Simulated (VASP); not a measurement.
# HfC (Fm-3m) in VASP: density of states with PBE

Aim: the density of states of HfC with PBE.

Everything below comes from runs of VASP 6.6.1. Logs are shortened: lines on timing, memory, paths and dates and some standing lists are left out, and cuts for length are marked.

### 1 The cell of the first run

It takes space group Fm-3m (No. 225, cubic). The conventional cell has a = 5.011 Å, b = 5.011 Å, c = 5.011 Å, α = 90.00°, β = 90.00°, γ = 90.00°. Within 3.3 Å of C (site symmetry m-3m) lie 6 Hf at 2.51 Å. Hf (site symmetry m-3m) has 6 C at 2.51 Å within 3.3 Å.

### 2 Density of states, PBE

Input file POSCAR:

```
HfC
1.0
    0.0000000000      2.5056530000      2.5056530000
    2.5056530000      0.0000000000      2.5056530000
    2.5056530000      2.5056530000      0.0000000000
C Hf
1 1
Direct
    0.0000000000      0.0000000000      0.0000000000
    0.5000000000      0.5000000000      0.5000000000
```

Input file INCAR.step1:

```
SYSTEM = HfC
ALGO = Normal
EDIFF = 1E-6
ENCUT = 520
GGA = PE
GGA_COMPAT = .FALSE.
ISIF = 2
ISMEAR = -1
LASPH = .TRUE.
LCHARG = .TRUE.
LMAXMIX = 4
LORBIT = 11
LREAL = .FALSE.
LWAVE = .FALSE.
NBANDS = 14
NEDOS = 2001
NELM = 120
PREC = Accurate
SIGMA = 0.1326
```

Input file KPOINTS.step1:

```
k-points
0
G
  12 12 12
  0 0 0
```

Input file INCAR.step2:

```
SYSTEM = HfC
ALGO = Normal
EDIFF = 1E-6
ENCUT = 520
GGA = PE
GGA_COMPAT = .FALSE.
ICHARG = 11
ISIF = 2
ISMEAR = -5
LASPH = .TRUE.
LCHARG = .FALSE.
LMAXMIX = 4
LORBIT = 11
LREAL = .FALSE.
LWAVE = .FALSE.
NEDOS = 1001
NELM = 120
PREC = Accurate
SIGMA = 0.1326
```

Input file KPOINTS.step2:

```
k-points
0
G
  18 18 18
  0 0 0
```

Potentials or basis: VASP PAW PBE potentials, release 64 (C, Hf_pv).

On the command line:

```
$ cat potpaw_PBE.64/C/POTCAR potpaw_PBE.64/Hf_pv/POTCAR > POTCAR
$ cp INCAR.step1 INCAR
$ cp KPOINTS.step1 KPOINTS
$ mpirun -np 1 vasp_std > vasp.out
$ cp INCAR.step2 INCAR
$ cp KPOINTS.step2 KPOINTS
$ mpirun -np 1 vasp_std > vasp.out
```

OUTCAR:

```text
SYSTEM = HfC
   EDIFF = 1E-6
   ENCUT = 520
   GGA = PE
   ICHARG = 11
   ISIF = 2
   ISMEAR = -5
   LASPH = .TRUE.
   LORBIT = 11
   LREAL = .FALSE.
   NELM = 120
   PREC = Accurate

 ion  position               nearest neighbor table
   1  0.000  0.000  0.000-   2 2.51   2 2.51   2 2.51   2 2.51   2 2.51   2 2.51
   2  0.500  0.500  0.500-   1 2.51   1 2.51   1 2.51   1 2.51   1 2.51   1 2.51

  LATTYP: Found a face centered cubic cell.
 ALAT       =     5.0113060000

  Lattice vectors:

 A1 = (   0.0000000000,   2.5056530000,   2.5056530000)
 A2 = (   2.5056530000,   0.0000000000,   2.5056530000)
 A3 = (   2.5056530000,   2.5056530000,   0.0000000000)

Analysis of symmetry for initial positions (statically):
=====================================================================
 Subroutine PRICEL returns:
 Original cell was already a primitive cell.

 Routine SETGRP: Setting up the symmetry group for a
 face centered cubic supercell.

 Subroutine GETGRP returns: Found 48 space group operations
 (whereof 48 operations were pure point group operations)
 out of a pool of 48 trial point group operations.

The static configuration has the point symmetry O_h .

Analysis of symmetry for dynamics (positions and initial velocities):
=====================================================================
 Subroutine PRICEL returns:
 Original cell was already a primitive cell.

 Routine SETGRP: Setting up the symmetry group for a
 face centered cubic supercell.

 Subroutine GETGRP returns: Found 48 space group operations
 (whereof 48 operations were pure point group operations)
 out of a pool of 48 trial point group operations.

The dynamic configuration has the point symmetry O_h .

 Subroutine INISYM returns: Found 48 space group operations
 (whereof 48 operations are pure point group operations),
 and found     1 'primitive' translations

----------------------------------------------------------------------------------------

                                     Primitive cell

  volume of cell :      31.4625

  direct lattice vectors                    reciprocal lattice vectors
     0.000000000  2.505653000  2.505653000    -0.199548780  0.199548780  0.199548780
     2.505653000  0.000000000  2.505653000     0.199548780 -0.199548780  0.199548780
     2.505653000  2.505653000  0.000000000     0.199548780  0.199548780 -0.199548780

  length of vectors
     3.543528455  3.543528455  3.543528455     0.345628626  0.345628626  0.345628626

  position of ions in fractional coordinates (direct lattice)
     0.000000000  0.000000000  0.000000000
[... 91 lines left out ...]
   NELECT =      14.0000    total number of electrons
   NUPDOWN=      -1.0000    fix difference up-down
   EMIN   =  10.00;   EMAX   =-10.00  energy-range for DOS
   EFERMI =   0.00;   METHOD = LEGACY
   ISMEAR =    -5;   SIGMA  =   0.13  broadening in eV -4-tet -1-fermi 0-gaus
   EFERMI_NEDOS =   21; number of points for ismear=-14 and -15
   IALGO  =     38    algorithm
   IMIX   =      4    mixing-type and parameters
     AMIX     =   0.40;   BMIX     =  1.00
     AMIX_MAG =   1.60;   BMIX_MAG =  1.00
  volume/ion in A,a.u.               =      15.73       106.16
  Fermi-wavevector in a.u.,A,eV,Ry     =   1.249837  2.361849 21.253547  1.562092
  Thomas-Fermi vector in A             =   2.383859
   LORBIT       =     11    0 simple, 1 ext, 2 COOP (PROOUT), +10 PAW based schemes
   GGA     = PE    functional components
   LHFCALC =     F    Hartree Fock is set to
   AEXX    =    0.0000 exact exchange contribution
   IVDW    =     0    specifies the selected vdW correction
   LEPSILON=     F    determine dielectric tensor
   LRPA    =     F    only Hartree local field effects (RPA)
 non-spin polarized calculation
 Fermi weights with tetrahedron method with Bloechl corrections
  energy-cutoff  :      520.00
  volume of cell :       31.46
 maximum number of plane-waves:       877

 number of electron      13.9999999 magnetization

 Free energy of the ion-electron system (eV)
  ---------------------------------------------------
  ext. energy  EPLUGINS =         0.00000000
  ---------------------------------------------------
  free energy    TOTEN  =       -20.22309866 eV

  energy without entropy =      -20.22309866  energy(sigma->0) =      -20.22309866

 E-fermi :   4.3781     XC(G=0): -11.2174

 val. band max:        4.4666232273   @ k =   0.1111   0.1111   0.0000
 cond. band min:       4.3436240295   @ k =   0.3333   0.2778   0.0000
 fundamental gap:     -0.1229991978
 Fermi energy:         4.3781336991

 k-point     1 :       0.0000    0.0000    0.0000
  band No.  band energies     occupation
      1     -26.2970      2.00000
      2     -26.2970      2.00000
      3     -26.2970      2.00000
      4      -6.8467      2.00000
      5       5.2311      0.00000
      6       5.2311      0.00000
      7       5.2311      0.00000
      8       5.6014      0.00000
      9       5.6014      0.00000
     10       5.6014      0.00000
     11       7.0391      0.00000
[... 309 lines left out ...]
 k-point    24 :      -0.2222    0.0556    0.0000
  band No.  band energies     occupation
      1     -26.4293      2.00000
      2     -26.3214      2.00000
      3     -26.3087      2.00000
      4      -5.8499      2.00000
      5       1.7562      2.00000
      6       2.9763      2.00000
      7       3.1705      2.00000
      8       6.5457      0.00000
      9       6.6626      0.00000
     10       7.2160      0.00000
     11       9.4479      0.00000

 [... further k-points ...]
[... 5 lines left out ...]
  --------------------------------------------------------------------------------------
  -------------------------------------------------------------------------------------
  Total       -6.7100121     -6.7100121     -6.7100121      0.0000000     -0.0000000     -0.0000000
  in kB     -341.6969542   -341.6969542   -341.6969542      0.0000000     -0.0000000     -0.0000000
  external PRESSURE =    -341.6969542 kB  Pullay stress =       0.0000000 kB

 VOLUME and BASIS-vectors are now :
 -----------------------------------------------------------------------------
  energy-cutoff  :      520.00
  volume of cell :       31.46
      direct lattice vectors                 reciprocal lattice vectors
     0.000000000  2.505653000  2.505653000    -0.199548780  0.199548780  0.199548780
     2.505653000  0.000000000  2.505653000     0.199548780 -0.199548780  0.199548780
     2.505653000  2.505653000  0.000000000     0.199548780  0.199548780 -0.199548780

 POSITION                                       TOTAL-FORCE (eV/Angst)
 -----------------------------------------------------------------------------------
      0.00000      0.00000      0.00000         0.000000     -0.000000      0.000000
      2.50565      2.50565      2.50565         0.000000      0.000000     -0.000000
 -----------------------------------------------------------------------------------
    total drift:                                0.000000      0.000000      0.000000

  FREE ENERGIE OF THE ION-ELECTRON SYSTEM (eV)
  ---------------------------------------------------
  free  energy   TOTEN  =       -20.2230986639 eV

  energy  without entropy=      -20.2230986639  energy(sigma->0) =      -20.22309866

 total charge

# of ion       s       p       d       tot
------------------------------------------
    1        0.856   1.389   0.000   2.245
    2        0.265   6.403   1.362   8.030
--------------------------------------------------
tot          1.121   7.793   1.362  10.275
```

OUTCAR.step1:

```text
SYSTEM = HfC
   EDIFF = 1E-6
   ENCUT = 520
   GGA = PE
   ISIF = 2
   ISMEAR = -1
   LASPH = .TRUE.
   LORBIT = 11
[... 631 lines left out ...]
    total drift:                                0.000000      0.000000      0.000000

  FREE ENERGIE OF THE ION-ELECTRON SYSTEM (eV)
  ---------------------------------------------------
  free  energy   TOTEN  =       -20.2321711783 eV

  energy  without entropy=      -20.2130484036  energy(sigma->0) =      -20.22260979

 total charge

# of ion       s       p       d       tot
------------------------------------------
    1        0.856   1.387   0.000   2.243
    2        0.265   6.403   1.364   8.032
--------------------------------------------------
tot          1.121   7.790   1.364  10.275
```

Run time: 1.7 min. Hardware: 1 thread of Intel Xeon 8259CL, shared host; peak memory 0.22 GiB.

What came out:

```
Valence electrons inside the program's atomic spheres : C 2.25; Hf 8.03
```

Caveat: spin-orbit coupling is left out, which moves the levels of the heavy elements; tetrahedron occupations give inexact forces and stress in metals.
